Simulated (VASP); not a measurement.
# Tl (Im-3m) in VASP: further runs

The runs below take Tl through single point, relaxation of cell and atoms, with RPBE.

All numbers are computed with VASP 6.6.1; they aren't measurements. Logs are shortened: lines on timing, memory, paths and dates and some standing lists are left out, and cuts for length are marked.

## 1. The cell of the first run

It takes space group Im-3m (No. 229, cubic). Conventional cell: a = 3.963 Å, b = 3.963 Å, c = 3.963 Å, α = 90.00°, β = 90.00°, γ = 90.00°. Tl (site symmetry m-3m) has 14 Tl at 3.43 to 3.96 Å within 4.5 Å.

## 2. Single point, RPBE (volume scaled by 0.92)

Input file INCAR:

```
PREC = Accurate ; ENCUT = 520
EDIFF = 1E-6 ; ISMEAR = -1
SIGMA = 0.1 ; LREAL = False
LASPH = True ; NELM = 100
ALGO = Normal ; ISIF = 2
LWAVE = False ; LCHARG = True
GGA = RP ; LELF = True
LVHAR = True ; NBANDS = 12
```

Input file KPOINTS:

```
regular mesh
0
Gamma
  12 12 12
```

Input file POSCAR:

```
Tl
1.0
   -1.9814312347      1.9814312347      1.9814312347
    1.9814312347     -1.9814312347      1.9814312347
    1.9814312347      1.9814312347     -1.9814312347
Tl
1
Direct
    0.0000000000      0.0000000000      0.0000000000
```

Potentials or basis: VASP PAW PBE potentials, release 64 (Tl_d).

Run with:

```sh
cat potpaw_PBE.64/Tl_d/POTCAR > POTCAR
mpirun -np 1 vasp_std > vasp.out
```

OUTCAR:

```text
PREC = Accurate
   ENCUT = 520
   EDIFF = 1E-6
   ISMEAR = -1
   LREAL = False
   LASPH = True
   NELM = 100
   ISIF = 2
   GGA = RP

 ion  position               nearest neighbor table
   1  0.000  0.000  0.000-

  LATTYP: Found a body centered cubic cell.
 ALAT       =     3.9628624694

  Lattice vectors:

 A1 = (  -1.9814312347,   1.9814312347,   1.9814312347)
 A2 = (   1.9814312347,  -1.9814312347,   1.9814312347)
 A3 = (   1.9814312347,   1.9814312347,  -1.9814312347)

Analysis of symmetry for initial positions (statically):
=====================================================================
 Subroutine PRICEL returns:
 Original cell was already a primitive cell.

 Routine SETGRP: Setting up the symmetry group for a
 body centered cubic supercell.

 Subroutine GETGRP returns: Found 48 space group operations
 (whereof 48 operations were pure point group operations)
 out of a pool of 48 trial point group operations.

The static configuration has the point symmetry O_h .

Analysis of symmetry for dynamics (positions and initial velocities):
=====================================================================
 Subroutine PRICEL returns:
 Original cell was already a primitive cell.

 Routine SETGRP: Setting up the symmetry group for a
 body centered cubic supercell.

 Subroutine GETGRP returns: Found 48 space group operations
 (whereof 48 operations were pure point group operations)
 out of a pool of 48 trial point group operations.

The dynamic configuration has the point symmetry O_h .

 Subroutine INISYM returns: Found 48 space group operations
 (whereof 48 operations are pure point group operations),
 and found     1 'primitive' translations

----------------------------------------------------------------------------------------

                                     Primitive cell

  volume of cell :      31.1169

  direct lattice vectors                    reciprocal lattice vectors
    -1.981431235  1.981431235  1.981431235     0.000000000  0.252342848  0.252342848
     1.981431235 -1.981431235  1.981431235     0.252342848  0.000000000  0.252342848
     1.981431235  1.981431235 -1.981431235     0.252342848  0.252342848  0.000000000

  length of vectors
     3.431939570  3.431939570  3.431939570     0.356866677  0.356866677  0.356866677

  position of ions in fractional coordinates (direct lattice)
     0.000000000  0.000000000  0.000000000

  ion indices of the primitive-cell ions
   primitive index   ion index
                 1           1

----------------------------------------------------------------------------------------

 KPOINTS: regular mesh

Automatic generation of k-mesh.
 Grid dimensions read from file:
 generate k-points for:   12   12   12

 Generating k-lattice:

  Cartesian coordinates                     Fractional coordinates (reciprocal lattice)
     0.000000000  0.021028571  0.021028571     0.083333333  0.000000000  0.000000000
     0.021028571  0.000000000  0.021028571     0.000000000  0.083333333  0.000000000
     0.021028571  0.021028571  0.000000000     0.000000000  0.000000000  0.083333333

  Length of vectors
     0.029738890  0.029738890  0.029738890

  Shift w.r.t. Gamma in fractional coordinates (k-lattice)
     0.000000000  0.000000000  0.000000000

 Subroutine IBZKPT returns following result:
 ===========================================

 Found     72 irreducible k-points:

 Following reciprocal coordinates:
            Coordinates               Weight
  0.000000  0.000000  0.000000      1.000000
  0.083333  0.000000  0.000000     12.000000
  0.166667  0.000000  0.000000     12.000000
  0.250000  0.000000  0.000000     12.000000
  0.333333  0.000000  0.000000     12.000000
  0.416667  0.000000  0.000000     12.000000
[... 16 lines left out ...]
  0.333333  0.083333  0.083333     24.000000
  0.416667  0.083333  0.083333     12.000000
 [... further k-points ...]
   k-points           NKPTS =     72   k-points in BZ     NKDIM =     72   number of bands    NBANDS=     12
   number of dos      NEDOS =    301   number of ions     NIONS =      1
   total plane-waves  NPLWV =  21952
   dimension x,y,z NGX =    28 NGY =   28 NGZ =   28
   dimension x,y,z NGXF=    56 NGYF=   56 NGZF=   56
   ions per type =               1
   NGX,Y,Z   is equivalent  to a cutoff of  13.56, 13.56, 13.56 a.u.
   NGXF,Y,Z  is equivalent  to a cutoff of  27.13, 27.13, 27.13 a.u.
 SYSTEM =  unknown system
   PREC   = accura    normal or accurate (medium, high low for compatibility)
   ISTART =      0    job   : 0-new  1-cont  2-samecut
   ICHARG =      2    charge: 1-file 2-atom 10-const
   ISPIN  =      1    spin polarized calculation?
   LNONCOLLINEAR =      F non collinear calculations
   LSORBIT =      F    spin-orbit coupling
   LASPH  =      T    aspherical Exc in radial PAW
   ENCUT  =  520.0 eV  38.22 Ry    6.18 a.u.   6.38  6.38  6.38*2*pi/ulx,y,z
   NELM   =    100;   NELMIN=  2; NELMDL= -5     # of ELM steps
   EDIFF  = 0.1E-05   stopping-criterion for ELM
   LREAL  =      F    real-space projection
   EDIFFG = 0.1E-04   stopping-criterion for IOM
   NSW    =      0    number of steps for IOM
   IBRION =     -1    ionic relax: 0-MD 1-quasi-New 2-CG
   NFREE  =      0    steps in history (QN), initial steepest desc. (CG)
   ISIF   =      2    stress and relaxation
   ISYM   =      2    0-nonsym 1-usesym 2-fastsym
   POTIM  = 0.5000    time-step for ionic-motion
   TEBEG  =    0.0;   TEEND  =   0.0 temperature during run
   PSTRESS=    0.0 pullay stress
   NELECT =      13.0000    total number of electrons
   NUPDOWN=      -1.0000    fix difference up-down
   EMIN   =  10.00;   EMAX   =-10.00  energy-range for DOS
   EFERMI =   0.00;   METHOD = LEGACY
   ISMEAR =    -1;   SIGMA  =   0.10  broadening in eV -4-tet -1-fermi 0-gaus
   EFERMI_NEDOS =   21; number of points for ismear=-14 and -15
   IALGO  =     38    algorithm
   IMIX   =      4    mixing-type and parameters
     AMIX     =   0.40;   BMIX     =  1.00
     AMIX_MAG =   1.60;   BMIX_MAG =  1.00
  volume/ion in A,a.u.               =      31.12       209.99
  Fermi-wavevector in a.u.,A,eV,Ry     =   1.223837  2.312717 20.378496  1.497777
  Thomas-Fermi vector in A             =   2.358934
   LORBIT       =      0    0 simple, 1 ext, 2 COOP (PROOUT), +10 PAW based schemes
   GGA     = RP    functional components
   LHFCALC =     F    Hartree Fock is set to
   AEXX    =    0.0000 exact exchange contribution
   IVDW    =     0    specifies the selected vdW correction
   LEPSILON=     F    determine dielectric tensor
   LRPA    =     F    only Hartree local field effects (RPA)
 non-spin polarized calculation
  energy-cutoff  :      520.00
  volume of cell :       31.12
 maximum number of plane-waves:       887
 NGX is ok and might be reduce to    28
   NGX = 13   NGY = 13   NGZ = 13

 number of electron      12.9999999 magnetization

 Free energy of the ion-electron system (eV)
  ---------------------------------------------------
  ext. energy  EPLUGINS =         0.00000000
  ---------------------------------------------------
  free energy    TOTEN  =        -1.82432281 eV

  energy without entropy =       -1.80374289  energy(sigma->0) =       -1.81403285

 E-fermi :   5.8623     XC(G=0):  -9.6476

 val. band max:        5.7840068949   @ k =   0.2500   0.2500   0.0000
 cond. band min:       5.8784551625   @ k =  -0.4167   0.4167   0.2500
 fundamental gap:      0.0944482676
 Fermi energy:         5.8623288176

 k-point     1 :       0.0000    0.0000    0.0000
  band No.  band energies     occupation
      1      -5.7576      2.00000
      2      -5.7576      2.00000
      3      -5.7576      2.00000
      4      -5.4100      2.00000
      5      -5.4100      2.00000
      6      -3.6090      2.00000
      7      15.8650      0.00000
      8      15.8650      0.00000
      9      15.8650      0.00000
     10      17.9960      0.00000
     11      17.9960      0.00000
     12      17.9960      0.00000

 k-point     2 :       0.0833    0.0000    0.0000
  band No.  band energies     occupation
      1      -5.7674      2.00000
      2      -5.7498      2.00000
      3      -5.7215      2.00000
      4      -5.4205      2.00000
      5      -5.4101      2.00000
      6      -3.4633      2.00000
      7      14.3731      0.00000
      8      15.3511      0.00000
      9      15.5861      0.00000
     10      17.3699      0.00000
     11      17.8157      0.00000
     12      17.9309      0.00000

 k-point     3 :       0.1667    0.0000    0.0000
  band No.  band energies     occupation
      1      -5.7940      2.00000
      2      -5.7396      2.00000
      3      -5.6214      2.00000
      4      -5.4445      2.00000
      5      -5.4107      2.00000
      6      -3.0188      2.00000
      7      11.7435      0.00000
      8      14.2629      0.00000
      9      14.8522      0.00000
     10      16.5967      0.00000
     11      17.4463      0.00000
     12      18.1933      0.00000
[... 286 lines left out ...]
 k-point    23 :       0.3333    0.0833    0.0833
  band No.  band energies     occupation
      1      -5.8691      2.00000
      2      -5.7949      2.00000
      3      -5.4323      2.00000
      4      -5.4104      2.00000
      5      -5.2905      2.00000
      6       0.2194      2.00000
      7       4.8489      1.99992
      8       9.8513      0.00000
      9      11.2958      0.00000
     10      17.7305      0.00000
     11      18.5485      0.00000
     12      21.4543      0.00000

 k-point    24 :       0.4167    0.0833    0.0833
  band No.  band energies     occupation
      1      -5.8768      2.00000
      2      -5.8048      2.00000
      3      -5.4254      2.00000
      4      -5.4095      2.00000
      5      -5.2609      2.00000
      6       0.9531      2.00000
      7       3.8677      2.00000
      8       9.6378      0.00000
      9      11.1606      0.00000
     10      17.6340      0.00000
     11      18.4795      0.00000
     12      22.0256      0.00000

 [... further k-points ...]

------------------------ aborting loop because EDIFF is reached ----------------------------------------

  FORCE on cell =-STRESS in cart. coord.  units (eV):
  Direction    XX          YY          ZZ          XY          YZ          ZX
  --------------------------------------------------------------------------------------
  -------------------------------------------------------------------------------------
  Total        0.3771782      0.3771782      0.3771782      0.0000000      0.0000000     -0.0000000
  in kB       19.4204881     19.4204881     19.4204881      0.0000000      0.0000000     -0.0000000
  external PRESSURE =      19.4204881 kB  Pullay stress =       0.0000000 kB

 VOLUME and BASIS-vectors are now :
 -----------------------------------------------------------------------------
  energy-cutoff  :      520.00
  volume of cell :       31.12
      direct lattice vectors                 reciprocal lattice vectors
    -1.981431235  1.981431235  1.981431235     0.000000000  0.252342848  0.252342848
     1.981431235 -1.981431235  1.981431235     0.252342848  0.000000000  0.252342848
     1.981431235  1.981431235 -1.981431235     0.252342848  0.252342848  0.000000000

 POSITION                                       TOTAL-FORCE (eV/Angst)
 -----------------------------------------------------------------------------------
      0.00000      0.00000      0.00000        -0.000000     -0.000000      0.000000
 -----------------------------------------------------------------------------------
    total drift:                               -0.000000     -0.000000     -0.000000

  FREE ENERGIE OF THE ION-ELECTRON SYSTEM (eV)
  ---------------------------------------------------
  free  energy   TOTEN  =        -1.8243228130 eV

  energy  without entropy=       -1.8037428937  energy(sigma->0) =       -1.81403285
```

Wall time 10 s (1 thread of Intel Xeon 6975P-C (Granite Rapids), shared host); peak memory 0.17 GiB.

What came out:

```
Free energy : -1.8243 eV
Pressure    : 1.9 GPa
```

Levels at points of the mesh, in eV from the Fermi level:
| k point | band 2 | band 3 | band 4 | band 5 | band 6 | band 7 | band 8 | band 9 | band 10 | band 11 |
| --- | --- | --- | --- | --- | --- | --- | --- | --- | --- | --- |
| (0.00, 0.00, 0.00) | -11.62 | -11.62 | -11.27 | -11.27 | -9.47 | 10.00 | 10.00 | 10.00 | 12.13 | 12.13 |
| (0.50, 0.00, 0.00) | -11.72 | -11.29 | -11.27 | -11.04 | -5.05 | -2.38 | 5.52 | 6.90 | 9.46 | 10.74 |
| (0.50, 0.50, 0.50) | -11.77 | -11.10 | -11.10 | -11.10 | -2.03 | 1.48 | 1.48 | 1.48 | 6.24 | 6.24 |

Caveat: the PAW data sets were made with another functional, which shifts forces and pressure a little; spin-orbit coupling is left out, which moves the levels of the heavy elements.

(Continued in part 2 of 2.)
